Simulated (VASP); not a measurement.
# GaN in VASP: notebook

Aim: see how the results for GaN move with the level of theory and the settings. Levels: PBE, r2SCAN. Tasks: single point.

All numbers are computed with VASP 6.6.1; they aren't measurements. Logs are shortened: lines on timing, memory, paths and dates and some standing lists are left out, and cuts for length are marked.

## 1. The cell of the first run

It takes space group I-4m2 (No. 119, tetragonal). Conventional cell: a = 3.180 Å, b = 3.180 Å, c = 4.451 Å, α = 90.00°, β = 90.00°, γ = 90.00°. Within 2.6 Å of Ga (site symmetry -4m2) lie 4 N at 1.94 Å. Within 2.6 Å of N (site symmetry -4m2) lie 4 Ga at 1.94 Å.

## 2. Single point, PBE (uniaxial x strain -1.1%)

File INCAR:

```
PREC     = Accurate       # precision mode
ENCUT    = 520            # plane-wave cutoff, eV
EDIFF    = 1E-7           # SCF threshold, eV
ISMEAR   = -1             # smearing method
SIGMA    = 0.02           # smearing width, eV
LREAL    = F              # projectors in reciprocal space
LASPH    = T              # aspherical terms in the spheres
NELM     = 100            # most SCF steps
ALGO     = Normal         # electronic algorithm
ISIF     = 2              # what is computed and relaxed
LWAVE    = F              # write WAVECAR
LCHARG   = F              # write CHGCAR
GGA      = PE             # functional
NBANDS   = 16             # bands
```

File KPOINTS:

```
Automatic mesh
0
Gamma
  10 10 10
```

File POSCAR:

```
GaN
1.0
    0.0000000000      2.2489525415      2.2489525415
    2.2253385398      0.0000000000      2.2489525415
    2.2253385398      2.2489525415      0.0000000000
Ga N
1 1
Direct
    0.0000000000      0.0000000000      0.0000000000
    0.2500000000      0.2500000000      0.2500000000
```

Potentials or basis: VASP PAW PBE potentials, release 64 (Ga_d, N).

Run with:

```console
cat potpaw_PBE.64/Ga_d/POTCAR potpaw_PBE.64/N/POTCAR > POTCAR
mpirun -np 1 vasp_std > vasp.out
```

OUTCAR:

```text
PREC = Accurate
   ENCUT = 520
   EDIFF = 1E-7
   ISMEAR = -1
   LREAL = F
   LASPH = T
   NELM = 100
   ISIF = 2
   GGA = PE

 ion  position               nearest neighbor table
   1  0.000  0.000  0.000-   2 1.94   2 1.94   2 1.94   2 1.94
   2  0.250  0.250  0.250-   1 1.94   1 1.94   1 1.94   1 1.94

  LATTYP: Found a body centered tetragonal cell.
 ALAT       =     3.1804991853
 C/A-ratio  =     1.3993643200

  Lattice vectors:

 A1 = (  -2.2253385398,   0.0000000000,  -2.2489525415)
 A2 = (  -2.2253385398,   0.0000000000,   2.2489525415)
 A3 = (   2.2253385398,   2.2489525415,   0.0000000000)

Analysis of symmetry for initial positions (statically):
=====================================================================
 Subroutine PRICEL returns:
 Original cell was already a primitive cell.

 Routine SETGRP: Setting up the symmetry group for a
 body centered tetragonal supercell.

 Subroutine GETGRP returns: Found  8 space group operations
 (whereof  8 operations were pure point group operations)
 out of a pool of 16 trial point group operations.

The static configuration has the point symmetry D_2d.

Analysis of symmetry for dynamics (positions and initial velocities):
=====================================================================
 Subroutine PRICEL returns:
 Original cell was already a primitive cell.

 Routine SETGRP: Setting up the symmetry group for a
 body centered tetragonal supercell.

 Subroutine GETGRP returns: Found  8 space group operations
 (whereof  8 operations were pure point group operations)
 out of a pool of 16 trial point group operations.

The dynamic configuration has the point symmetry D_2d.

 Subroutine INISYM returns: Found  8 space group operations
 (whereof  8 operations are pure point group operations),
 and found     1 'primitive' translations

----------------------------------------------------------------------------------------

                                     Primitive cell

  volume of cell :      22.5106

  direct lattice vectors                    reciprocal lattice vectors
     0.000000000  2.248952542  2.248952542    -0.224684915  0.222325723  0.222325723
     2.225338540  0.000000000  2.248952542     0.224684915 -0.222325723  0.222325723
     2.225338540  2.248952542  0.000000000     0.224684915  0.222325723 -0.222325723

  length of vectors
     3.180499185  3.163845627  3.163845627     0.386446329  0.386446329  0.386446329

  position of ions in fractional coordinates (direct lattice)
     0.000000000  0.000000000  0.000000000
     0.250000000  0.250000000  0.250000000

  ion indices of the primitive-cell ions
   primitive index   ion index
                 1           1
                 2           2

----------------------------------------------------------------------------------------

 KPOINTS: Automatic mesh

Automatic generation of k-mesh.
 Grid dimensions read from file:
 generate k-points for:   10   10   10

 Generating k-lattice:

  Cartesian coordinates                     Fractional coordinates (reciprocal lattice)
    -0.022468491  0.022232572  0.022232572     0.100000000  0.000000000  0.000000000
     0.022468491 -0.022232572  0.022232572     0.000000000  0.100000000  0.000000000
     0.022468491  0.022232572 -0.022232572     0.000000000  0.000000000  0.100000000

  Length of vectors
     0.038644633  0.038644633  0.038644633

  Shift w.r.t. Gamma in fractional coordinates (k-lattice)
     0.000000000  0.000000000  0.000000000

 Subroutine IBZKPT returns following result:
 ===========================================

 Found    102 irreducible k-points:

 Following reciprocal coordinates:
            Coordinates               Weight
  0.000000  0.000000  0.000000      1.000000
  0.100000  0.000000  0.000000      8.000000
  0.200000  0.000000  0.000000      8.000000
  0.300000  0.000000  0.000000      8.000000
  0.400000 -0.000000 -0.000000      8.000000
  0.500000  0.000000  0.000000      4.000000
[... 16 lines left out ...]
  0.300000  0.300000  0.000000      4.000000
  0.400000  0.300000 -0.000000     16.000000
 [... further k-points ...]
   k-points           NKPTS =    102   k-points in BZ     NKDIM =    102   number of bands    NBANDS=     16
   number of dos      NEDOS =    301   number of ions     NIONS =      2
   total plane-waves  NPLWV =  13824
   dimension x,y,z NGX =    24 NGY =   24 NGZ =   24
   dimension x,y,z NGXF=    48 NGYF=   48 NGZF=   48
   ions per type =               1   1
   NGX,Y,Z   is equivalent  to a cutoff of  12.54, 12.61, 12.61 a.u.
   NGXF,Y,Z  is equivalent  to a cutoff of  25.09, 25.22, 25.22 a.u.
 SYSTEM =  unknown system
   PREC   = accura    normal or accurate (medium, high low for compatibility)
   ISTART =      0    job   : 0-new  1-cont  2-samecut
   ICHARG =      2    charge: 1-file 2-atom 10-const
   ISPIN  =      1    spin polarized calculation?
   LNONCOLLINEAR =      F non collinear calculations
   LSORBIT =      F    spin-orbit coupling
   LASPH  =      T    aspherical Exc in radial PAW
   ENCUT  =  520.0 eV  38.22 Ry    6.18 a.u.   5.91  5.88  5.88*2*pi/ulx,y,z
   NELM   =    100;   NELMIN=  2; NELMDL= -5     # of ELM steps
   EDIFF  = 0.1E-06   stopping-criterion for ELM
   LREAL  =      F    real-space projection
   EDIFFG = 0.1E-05   stopping-criterion for IOM
   NSW    =      0    number of steps for IOM
   IBRION =     -1    ionic relax: 0-MD 1-quasi-New 2-CG
   NFREE  =      0    steps in history (QN), initial steepest desc. (CG)
   ISIF   =      2    stress and relaxation
   ISYM   =      2    0-nonsym 1-usesym 2-fastsym
   POTIM  = 0.5000    time-step for ionic-motion
   TEBEG  =    0.0;   TEEND  =   0.0 temperature during run
   PSTRESS=    0.0 pullay stress
   NELECT =      18.0000    total number of electrons
   NUPDOWN=      -1.0000    fix difference up-down
   EMIN   =  10.00;   EMAX   =-10.00  energy-range for DOS
   EFERMI =   0.00;   METHOD = LEGACY
   ISMEAR =    -1;   SIGMA  =   0.02  broadening in eV -4-tet -1-fermi 0-gaus
   EFERMI_NEDOS =   21; number of points for ismear=-14 and -15
   IALGO  =     38    algorithm
   IMIX   =      4    mixing-type and parameters
     AMIX     =   0.40;   BMIX     =  1.00
     AMIX_MAG =   1.60;   BMIX_MAG =  1.00
  volume/ion in A,a.u.               =      11.26        75.95
  Fermi-wavevector in a.u.,A,eV,Ry     =   1.519510  2.871457 31.414619  2.308909
  Thomas-Fermi vector in A             =   2.628486
   LORBIT       =      0    0 simple, 1 ext, 2 COOP (PROOUT), +10 PAW based schemes
   GGA     = PE    functional components
   LHFCALC =     F    Hartree Fock is set to
   AEXX    =    0.0000 exact exchange contribution
   IVDW    =     0    specifies the selected vdW correction
   LEPSILON=     F    determine dielectric tensor
   LRPA    =     F    only Hartree local field effects (RPA)
 non-spin polarized calculation
  energy-cutoff  :      520.00
  volume of cell :       22.51
 maximum number of plane-waves:       616
   NGX = 11   NGY = 11   NGZ = 11

 number of electron      18.0000013 magnetization

 Free energy of the ion-electron system (eV)
  ---------------------------------------------------
  ext. energy  EPLUGINS =         0.00000000
  ---------------------------------------------------
  free energy    TOTEN  =       -12.12658677 eV

  energy without entropy =      -12.12658677  energy(sigma->0) =      -12.12658677

 E-fermi :   5.9484     XC(G=0): -11.7562

 val. band max:        5.4957521015   @ k =   0.0000   0.0000   0.0000
 cond. band min:       7.2951027168   @ k =   0.0000   0.0000   0.0000
 fundamental gap:      1.7993506153
 Fermi energy:         5.9484456593

 k-point     1 :       0.0000    0.0000    0.0000
  band No.  band energies     occupation
      1     -10.6132      2.00000
      2      -7.9966      2.00000
      3      -7.9966      2.00000
      4      -7.9850      2.00000
      5      -7.6563      2.00000
      6      -7.6556      2.00000
[... 8 lines left out ...]
     15      24.3288      0.00000
     16      24.3288      0.00000

 k-point     2 :       0.1000    0.0000    0.0000
  band No.  band energies     occupation
      1     -10.4993      2.00000
      2      -7.9823      2.00000
      3      -7.9758      2.00000
      4      -7.9538      2.00000
      5      -7.6574      2.00000
      6      -7.6573      2.00000
[... 8 lines left out ...]
     15      23.0665      0.00000
     16      23.3470      0.00000

 k-point     3 :       0.2000    0.0000    0.0000
  band No.  band energies     occupation
      1     -10.2102      2.00000
      2      -7.9492      2.00000
      3      -7.9416      2.00000
      4      -7.7955      2.00000
      5      -7.6568      2.00000
      6      -7.6553      2.00000
[... 8 lines left out ...]
     15      22.2922      0.00000
     16      22.4706      0.00000

 k-point     4 :       0.3000    0.0000    0.0000
  band No.  band energies     occupation
      1      -9.8976      2.00000
      2      -7.9199      2.00000
      3      -7.9118      2.00000
      4      -7.6442      2.00000
      5      -7.6399      2.00000
      6      -7.4010      2.00000
[... 8 lines left out ...]
     15      22.8467      0.00000
     16      22.8900      0.00000
[... 324 lines left out ...]
 k-point    22 :      -0.2000    0.2000    0.0000
  band No.  band energies     occupation
      1      -9.8006      2.00000
      2      -7.9011      2.00000
      3      -7.8818      2.00000
      4      -7.6817      2.00000
      5      -7.6710      2.00000
      6      -7.2165      2.00000
[... 8 lines left out ...]
     15      23.0501      0.00000
     16      26.1870      0.00000

 k-point    23 :       0.3000    0.3000    0.0000
  band No.  band energies     occupation
      1      -9.7121      2.00000
      2      -7.8400      2.00000
      3      -7.7946      2.00000
      4      -7.7897      2.00000
      5      -7.6044      2.00000
      6      -7.2226      2.00000
[... 8 lines left out ...]
     15      27.6405      0.00000
     16      28.3342      0.00000

 k-point    24 :       0.4000    0.3000   -0.0000
  band No.  band energies     occupation
      1      -9.5840      2.00000
      2      -7.8581      2.00000
      3      -7.7584      2.00000
      4      -7.7539      2.00000
      5      -7.5940      2.00000
      6      -6.7666      2.00000
[... 8 lines left out ...]
     15      27.8967      0.00000
     16      28.2885      0.00000

 [... further k-points ...]

------------------------ aborting loop because EDIFF is reached ----------------------------------------

  FORCE on cell =-STRESS in cart. coord.  units (eV):
  Direction    XX          YY          ZZ          XY          YZ          ZX
  --------------------------------------------------------------------------------------
  -------------------------------------------------------------------------------------
  Total        1.2905967      1.1185446      1.1185446     -0.0000000      0.0000000      0.0000000
  in kB       91.8574642     79.6117579     79.6117579     -0.0000000      0.0000000      0.0000000
  external PRESSURE =      83.6936600 kB  Pullay stress =       0.0000000 kB

 VOLUME and BASIS-vectors are now :
 -----------------------------------------------------------------------------
  energy-cutoff  :      520.00
  volume of cell :       22.51
      direct lattice vectors                 reciprocal lattice vectors
     0.000000000  2.248952542  2.248952542    -0.224684915  0.222325723  0.222325723
     2.225338540  0.000000000  2.248952542     0.224684915 -0.222325723  0.222325723
     2.225338540  2.248952542  0.000000000     0.224684915  0.222325723 -0.222325723

 POSITION                                       TOTAL-FORCE (eV/Angst)
 -----------------------------------------------------------------------------------
      0.00000      0.00000      0.00000        -0.000000     -0.000000     -0.000000
      1.11267      1.12448      1.12448         0.000000      0.000000      0.000000
 -----------------------------------------------------------------------------------
    total drift:                                0.000001      0.000002      0.000002

  FREE ENERGIE OF THE ION-ELECTRON SYSTEM (eV)
  ---------------------------------------------------
  free  energy   TOTEN  =       -12.1265867676 eV

  energy  without entropy=      -12.1265867676  energy(sigma->0) =      -12.12658677
```

Wall time 47 s (1 thread of AMD EPYC 7R43 (Zen 3), shared host); peak memory 0.12 GiB.

What came out:

```yaml
Free_energy: -12.1266 eV
Pressure: 8.4 GPa
Band_gap_on_the_k_mesh: 1.80 eV, direct
```

Caveat: the cell differs from its parent crystal (uniaxial x strain -1.1%).

(Continued in part 2 of 2.)
